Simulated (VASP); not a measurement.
Here is a VASP 6.6.1 calculation.

File INCAR:

```
  PREC = Accurate
  ENCUT = 520
  EDIFF = 1E-6
  ISMEAR = 0
  SIGMA = 0.02
  LREAL = False
  LASPH = True
  NELM = 100
  ALGO = Normal
  ISIF = 2
  LWAVE = False
  LCHARG = True
  LDIPOL = True
  IDIPOL = 3
  DIPOL = 0.5 0.5 0.500
  GGA = PE
  LELF = True
  LVHAR = True
  LVACPOTAV = True
  NBANDS = 20
```

The input KPOINTS:

```
Automatic mesh
0
Gamma
  12 12 1
```

File POSCAR:

```
MoS2
1.0
    3.1847196223      0.0000000000      0.0000000000
   -1.5923598112      2.7580480968      0.0000000000
    0.0000000000      0.0000000000     32.2630186430
S Mo
2 1
Direct
    0.3333333333      0.6666666667      0.4515631241
    0.3333333333      0.6666666667      0.5484368759
    0.6666666667      0.3333333333      0.5000000000
```

Potentials or basis: VASP PAW PBE potentials, release 64 (S, Mo_sv).

Command:

```bash
$ cat potpaw_PBE.64/S/POTCAR potpaw_PBE.64/Mo_sv/POTCAR > POTCAR
$ mpirun -np 1 vasp_std > vasp.out
```

Predict the band gap on the k mesh.

1.67 eV, indirect (least direct gap 1.68 eV).

What does it give for the largest force?

0.012 eV/Å.

Estimate the ionisation potential of the upper face.

5.92 eV.

Forces in eV/Å, atoms in the order of the input:
```
S    0.000  0.000  0.012
S    0.000  0.000 -0.012
Mo   0.000  0.000  0.000
```
